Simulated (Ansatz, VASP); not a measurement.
Te2Pd3Ru in VASP and in Ansatz

```xyz
6
Lattice="3.9321 0.0000 0.0000 -1.9660 3.4053 0.0000 0.0000 0.0000 9.6999" Properties=species:S:1:pos:R:3 pbc="T T T"
Te    0.0000    2.2702    6.4860
Te    1.9660    1.1351    3.2139
Ru    0.0000    0.0000    0.0000
Pd    0.0000    2.2702    1.6078
Pd    1.9660    1.1351    8.0921
Pd    0.0000    0.0000    4.8499
```

Change from the starting cell: species swapped into the InSn2Te3 type (P-3m1, No. 164).

Alike in both runs: task single point; functional PBE; k mesh 6 × 6 × 2; occupations gaussian, width 0.1 eV; no spin polarisation.

|  | VASP | Ansatz |
| --- | --- | --- |
| version | VASP 6.6.1 | Ansatz 0.2.0 |
| potentials or method | VASP PAW PBE potentials, release 64 (Te, Ru_pv, Pd), cutoff 520 eV | scalar-relativistic, plane waves, PAW |
| valence electrons in the cell | 56 | 102 |

|  | VASP | Ansatz | Ansatz less VASP |
| --- | --- | --- | --- |
| gap on the k mesh at the Fermi level (eV) | none | none | - |
| pressure (GPa) | -6.8 | -6.6 | +0.13 |
| traceless stress, the component that is largest in VASP (GPa) | -1.26 | -1.26 | 0.000 |
| rms of the force components (eV/Å) | 0.436 | 0.439 | +0.0037 |

Atom by atom the forces differ by 0.004 eV/Å (rms over components). A gap of «none» marks a metal or a gap that the smearing closes. VASP's potentials hold 56 valence electrons a cell and Ansatz's 102, so a difference there can come from the potentials and not from the codes.

Neither program's run includes spin-orbit coupling.
